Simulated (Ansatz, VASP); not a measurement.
# SiC: VASP beside Ansatz

```xyz
4
Lattice="3.1200 0.0000 0.0000 -1.5600 2.7020 0.0000 0.0000 0.0000 4.9833" Properties=species:S:1:pos:R:3 pbc="T T T"
Si    0.0000    1.8013    0.0227
Si    1.5600    0.9007    2.5144
C     0.0000    1.8013    1.9702
C     1.5600    0.9007    4.4618
```

Alike in both runs: task single point; functional PBE; k mesh 12 × 12 × 6; occupations gaussian, width 0.05 eV; no spin polarisation.

|  | VASP | Ansatz |
| --- | --- | --- |
| version | VASP 6.6.1 | Ansatz 0.2.0 |
| potentials or method | VASP PAW PBE potentials, release 64 (Si, C), cutoff 520 eV | scalar-relativistic, plane waves, PAW |
| valence electrons in the cell | 16 | 16 |

|  | VASP | Ansatz | Ansatz less VASP |
| --- | --- | --- | --- |
| gap on the k mesh at the Fermi level (eV) | 2.07 | 2.08 | +0.005 |
| least direct gap on the mesh (eV) | 3.78 | 3.77 | -0.005 |
| pressure (GPa) | -0.2 | -0.1 | +0.04 |
| traceless stress, the component that is largest in VASP (GPa) | 4.39 | 4.34 | -0.056 |
| rms of the force components (eV/Å) | 0.540 | 0.540 | -0.0008 |

Atom by atom the forces differ by 0.001 eV/Å (rms over components).
